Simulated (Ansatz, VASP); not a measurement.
# Al7RhN8: VASP beside Ansatz

INCAR

```
SYSTEM = Al7RhN8
PREC = Accurate
ENCUT = 520
EDIFF = 1E-7
ISMEAR = 0
SIGMA = 0.05
LREAL = Auto
LASPH = .TRUE.
NELM = 150
ALGO = Normal
ISIF = 2
LWAVE = .FALSE.
LCHARG = .FALSE.
ISPIN = 2
MAGMOM = 0.42 0 0 0 0 0 0 0 0 0 0 0 0.03 0.03 0.03 0
LORBIT = 11
LMAXMIX = 4
LDAU = .TRUE.
LDAUTYPE = 2
LDAUL = 2 -1 -1
LDAUU = 2 0 0
LDAUJ = 0 0 0
LDAUPRINT = 1
GGA = PS
NBANDS = 56
```

KPOINTS

```
regular mesh
0
G
  3 3 4
  0 0 0
```

The input POSCAR:

```
Al7RhN8
1.0
    6.2200009000      0.0000000000      0.0000000000
   -3.1100004000      5.3866788000      0.0000000000
    0.0000000000      0.0000000000      4.9800000000
Rh Al N
1 7 8
Direct
    0.3332115613      0.1672873167      0.9670025164
    0.3371524352      0.6691299461      0.0064966929
    0.8310097354      0.1628412527      0.0067394622
    0.8312705180      0.6690789620      0.0063765683
    0.1638091504      0.3364534779      0.4978083476
    0.1639564111      0.8287378261      0.4974977478
    0.6717424666      0.3364334148      0.4976738655
    0.6665031960      0.8336231416      0.5028267348
    0.3332061996      0.1673614626      0.4090220889
    0.3358177260      0.6684647710      0.3817808908
    0.8317487646      0.1643737163      0.3819538471
    0.8319002051      0.6684144230      0.3817133424
    0.1519113100      0.3481628199      0.8755005379
    0.1521889848      0.8049622370      0.8750210269
    0.6952935430      0.3479837801      0.8753603230
    0.6664697336      0.8336573798      0.8821300011
```

Input for Ansatz:

```yaml
crystal:
  lattice:
    - [6.2200009, 0.0, 0.0]
    - [-3.1100004, 5.3866788, 0.0]
    - [0.0, 0.0, 4.98]
  atoms:
    - { symbol: Rh, position: [0.3332115613, 0.1672873167, 0.9670025164], spin: 2.0 }
    - { symbol: Al, position: [0.3371524352, 0.6691299461, 0.0064966929] }
    - { symbol: Al, position: [0.8310097354, 0.1628412527, 0.0067394622] }
    - { symbol: Al, position: [0.831270518, 0.669078962, 0.0063765683] }
    - { symbol: Al, position: [0.1638091504, 0.3364534779, 0.4978083476] }
    - { symbol: Al, position: [0.1639564111, 0.8287378261, 0.4974977478] }
    - { symbol: Al, position: [0.6717424666, 0.3364334148, 0.4976738655] }
    - { symbol: Al, position: [0.666503196, 0.8336231416, 0.5028267348] }
    - { symbol: "N", position: [0.3332061996, 0.1673614626, 0.4090220889] }
    - { symbol: "N", position: [0.335817726, 0.668464771, 0.3817808908] }
    - { symbol: "N", position: [0.8317487646, 0.1643737163, 0.3819538471] }
    - { symbol: "N", position: [0.8319002051, 0.668414423, 0.3817133424] }
    - { symbol: "N", position: [0.15191131, 0.3481628199, 0.8755005379] }
    - { symbol: "N", position: [0.1521889848, 0.804962237, 0.8750210269] }
    - { symbol: "N", position: [0.695293543, 0.3479837801, 0.875360323] }
    - { symbol: "N", position: [0.6664697336, 0.8336573798, 0.8821300011] }
basis:
  ecutwfc: 420
  ecutrho_ratio: 4
kpoints:
  mp_grid: { grid: [3, 3, 4] }
hamiltonian:
  xc: pbesol
  hubbard:
    sites:
      - { site: 0, l: d, u_eff: 2.0, starting_ns: [{ spin: up, occupation_matrix: s0up }, { spin: down, occupation_matrix: s0down }] }
    occupation_matrices:
      s0up:
        matrix:
          - [0.02, 0.0, 0.0, 0.0, 0.0]
          - [0.0, 0.97, 0.0, 0.0, 0.0]
          - [0.0, 0.0, 0.97, 0.0, 0.0]
          - [0.0, 0.0, 0.0, 0.97, 0.0]
          - [0.0, 0.0, 0.0, 0.0, 0.97]
      s0down:
        matrix:
          - [0.97, 0.0, 0.0, 0.0, 0.0]
          - [0.0, 0.02, 0.0, 0.0, 0.0]
          - [0.0, 0.0, 0.02, 0.0, 0.0]
          - [0.0, 0.0, 0.0, 0.02, 0.0]
          - [0.0, 0.0, 0.0, 0.0, 0.97]
    ns_hold: { iters: 12 }
scf:
  occupations: { method: gaussian, width: 0.05 }
  lower_state_search: "off"
  max_iter: 150
output:
  forces: true
  stress: true
  eigenvalues: true
  populations: true
  hubbard: { sites: [{ site: 0, l: d }] }
magnetization:
  spin_polarized: true
```

Alike in both runs: task single point; functional PBEsol; k mesh 3 × 3 × 4; occupations gaussian, width 0.05 eV; collinear spin; Hubbard terms Rh d U = 2.0 eV.

```csv
,VASP,Ansatz
version,VASP 6.6.1,Ansatz 0.2.0
potentials or method,"VASP PAW PBE potentials, release 64 (Rh_pv, Al, N), cutoff 520 eV","scalar-relativistic, plane waves, PAW"
valence electrons in the cell,76,78
```

|  | VASP | Ansatz | Ansatz less VASP |
| --- | --- | --- | --- |
| gap on the k mesh at the Fermi level (eV) | none | none | - |
| pressure (GPa) | 6.2 | 6.5 | +0.32 |
| traceless stress, the component that is largest in VASP (GPa) | -2.42 | -2.54 | -0.121 |
| rms of the force components (eV/Å) | 0.047 | 0.033 | -0.0144 |
| net moment per atom (μB) | 0.05 | 0.05 | 0.000 |
| size of the moment on the site where the two differ most (μB) | 0.48 | 0.38 | -0.101 |

VASP's potentials were made for PBE, not for PBEsol. Site moments also hang on the region over which each program counts them. The programs project onto different local orbitals, so the same U acts differently, and such runs can settle in different states. Atom by atom the forces differ by 0.042 eV/Å (rms over components). A gap of «none» marks a metal or a gap that the smearing closes. VASP's potentials hold 76 valence electrons a cell and Ansatz's 78, so a difference there can come from the potentials and not from the codes. Ansatz's warnings: filled band counts differ across k points, specified occupation not kept.

The k mesh is coarse, so the values compare programs but aren't converged.
